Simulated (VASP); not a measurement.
Here is a VASP 6.6.1 calculation.

File INCAR:

```
PREC = Accurate ; ENCUT = 500
EDIFF = 1E-7 ; ISMEAR = 0
SIGMA = 0.02 ; LREAL = F
LASPH = T ; NELM = 120
ALGO = Normal ; ISIF = 4
LWAVE = F ; LCHARG = F
GGA = PE ; IVDW = 12
IBRION = 2 ; NSW = 50
EDIFFG = -0.01 ; GGA_COMPAT = F
NELMIN = 4
```

The input KPOINTS:

```
Automatic mesh
0
Gamma
  6 6 4
```

Contents of POSCAR:

```
CdI2
1.0
    4.3413442638      0.0000000000      0.0000000000
   -2.1706721319      3.7597144191      0.0000000000
    0.0000000000      0.0000000000      7.1724385325
Cd I
1 2
Direct
    0.0000000000      0.0000000000      0.0000000000
    0.3333333333      0.6666666667      0.2435007439
    0.6666666667      0.3333333333      0.7564992561
```

Potentials or basis: VASP PAW PBE potentials, release 64 (Cd, I).

Launch:

```sh
$ cat potpaw_PBE.64/Cd/POTCAR potpaw_PBE.64/I/POTCAR > POTCAR
$ mpirun -np 1 vasp_std > vasp.out
```

Task: Estimate the dispersion energy per atom.

Result: -0.304 eV.

Task: Predict the band gap on the k mesh.

Result: 2.38 eV (least direct gap 2.51 eV).

Forces on the atoms (eV/Å):
```
Cd   0.000  0.000  0.000
I    0.000  0.000  0.003
I    0.000  0.000 -0.003
```

Caveat: spin-orbit coupling is left out, which moves the levels of the heavy elements. A k mesh can miss the band edges.
